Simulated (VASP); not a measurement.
## Al3Cu2: single point with PBEsol

Crystal: Al3Cu2.

```
CELL_PARAMETERS angstrom
4.34450 0.00000 0.00000
-2.17225 3.76245 0.00000
0.00000 0.00000 4.98210
ATOMIC_POSITIONS crystal
Al 0.00000 0.00000 0.00000
Al 0.33333 0.66667 0.35151
Al 0.66667 0.33333 0.64849
Cu 0.33333 0.66667 0.84229
Cu 0.66667 0.33333 0.15771
```

This cell differs from its parent crystal: strain +0.0600 x Voigt [1, 1, 0, 0, 0, 0].

```
Program             : VASP 6.6.1
Task                : single point
Functional          : PBEsol
Potentials or basis : VASP PAW PBE potentials, release 64 (Al, Cu)
Cutoff              : 520 eV
k mesh              : 12 × 12 × 10
Occupations         : gaussian, width 0.15 eV
Spin                : no spin polarisation
```

```yaml
Pressure: -8.7 GPa
Largest_force: 0.171 eV/Å
```

Forces on the atoms (eV/Å):
```
Al   0.000  0.000  0.000
Al   0.000  0.000 -0.059
Al   0.000  0.000  0.059
Cu   0.000  0.000  0.171
Cu   0.000  0.000 -0.171
```

Stress tensor (GPa, compression positive):
```
-11.09   0.00   0.00
  0.00 -11.09   0.00
  0.00   0.00  -4.06
```

Levels at points of the mesh, in eV from the Fermi level:
| k point | band 11 | band 12 | band 13 | band 14 | band 15 | band 16 | band 17 | band 18 | band 19 | band 20 |
| --- | --- | --- | --- | --- | --- | --- | --- | --- | --- | --- |
| (0.00, 0.00, 0.00) | -3.72 | -3.18 | -3.10 | -0.36 | -0.36 | 1.01 | 1.01 | 1.47 | 1.97 | 4.69 |
| (0.50, 0.00, 0.00) | -3.79 | -3.66 | -2.90 | -2.37 | -2.11 | -0.43 | -0.40 | 0.55 | 3.18 | 3.72 |
| (0.00, 0.00, 0.50) | -3.76 | -3.76 | 1.03 | 1.03 | 1.25 | 1.25 | 1.60 | 1.98 | 1.98 | 2.44 |
| (0.50, 0.00, 0.50) | -3.80 | -3.74 | -3.66 | -3.18 | -1.57 | -0.13 | 0.40 | 0.50 | 5.57 | 5.71 |

Wall time 2.6 min on 1 thread of Intel(R) Xeon(R) 6975P-C (Granite Rapids), on a shared host, peak memory 0.38 GiB.

Caveat: the cell differs from its parent crystal (strain +0.0600 x Voigt [1, 1, 0, 0, 0, 0]); the PAW data sets were made with another functional, which shifts forces and pressure a little.
